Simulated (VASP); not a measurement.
Input of a VASP 6.6.1 run:

POSCAR

```
Si16C
1.0
    0.0000000000      5.4300000000      5.4300000000
    5.4300000000      0.0000000000      5.4300000000
    5.4300000000      5.4300000000      0.0000000000
Si C
16 1
Direct
    0.0552665807     -0.0183436959     -0.0183637389
    0.1205158514      0.1339666653      0.1334808095
   -0.0079137483      0.0050057803      0.5063855996
    0.1176517563      0.1393087625      0.6197002604
   -0.0079511929      0.5069754885      0.0050262810
    0.1176277455      0.6197612671      0.1397985016
   -0.0171569246      0.5134748911      0.5139570495
    0.1219564399      0.6314203392      0.6313515624
    0.4943470493     -0.0013473165     -0.0015381680
    0.7015306448      0.0687769116      0.0687766534
    0.4834041944      0.0448141916      0.4982708695
    0.6189796159      0.1423319622      0.6320579904
    0.4834670503      0.4976559256      0.0454117279
    0.6188050344      0.6324675005      0.1422127042
    0.4959165319      0.5161821256      0.5161189712
    0.6086814078      0.6466042987      0.6473044440
    0.5626301031      0.2288959927      0.2294800223
```

INCAR.step1

```
ALGO = Normal
EDIFF = 1E-4
ENCUT = 520
GGA = PE
ISMEAR = -1
ISPIN = 2
LASPH = True
LCHARG = False
LREAL = Auto
LWAVE = True
MAGMOM = 0 0 0 0 0 0 0 0 0 0 0 0 0 0 0 0 1
NBANDS = 52
NELM = 150
PREC = Accurate
SIGMA = 0.02
```

Contents of INCAR.step2:

```
ALGO = Normal
EDIFF = 1E-7
ENCUT = 520
ISIF = 2
ISMEAR = -1
ISPIN = 2
ISTART = 1
IVDW = 12
LASPH = True
LCHARG = False
LMIXTAU = True
LORBIT = 11
LREAL = Auto
LWAVE = False
MAGMOM = 0 0 0 0 0 0 0 0 0 0 0 0 0 0 0 0 1
METAGGA = R2SCAN
NBANDS = 52
NELM = 150
PREC = Accurate
SIGMA = 0.02
VDW_A1 = 0.49484001
VDW_A2 = 5.73083694
VDW_S6 = 1.0
VDW_S8 = 0.78981345
```

The input KPOINTS:

```
k-points
0
Gamma
  2 2 2
```

Potentials or basis: VASP PAW PBE potentials, release 64 (Si, C).

Command:

```sh
$ cat potpaw_PBE.64/Si/POTCAR potpaw_PBE.64/C/POTCAR > POTCAR
$ cp INCAR.step1 INCAR
$ mpirun -np 1 vasp_std > vasp.out
$ cp INCAR.step2 INCAR
$ mpirun -np 1 vasp_std > vasp.out
```

What does it give for the largest force?

0.026 eV/Å.

What does it give for the pressure?

2.2 GPa.

Predict the net moment.

0.00 μB per cell.

What does it give for the band gap on the k mesh?

Zero (filled and empty bands overlap).

Forces in eV/Å, atoms in the order of the input:
```
Si   0.014 -0.010 -0.011
Si  -0.018 -0.003 -0.002
Si   0.006  0.001  0.002
Si   0.006  0.013  0.000
Si  -0.001 -0.002 -0.008
Si   0.000 -0.003  0.013
Si  -0.010  0.000  0.000
Si   0.006  0.009  0.002
Si  -0.008 -0.003  0.008
Si  -0.025  0.004  0.003
Si   0.013  0.000  0.000
Si   0.002  0.003 -0.008
Si   0.022  0.001  0.005
Si  -0.009  0.005 -0.003
Si  -0.004 -0.008 -0.006
Si  -0.011 -0.001  0.004
C    0.017 -0.006  0.001
```

Caveat: the k points lie up to 0.50 Å⁻¹ apart, too coarse for converged energies and pressures of a metal; the PAW data sets were made with another functional, which shifts forces and pressure a little.
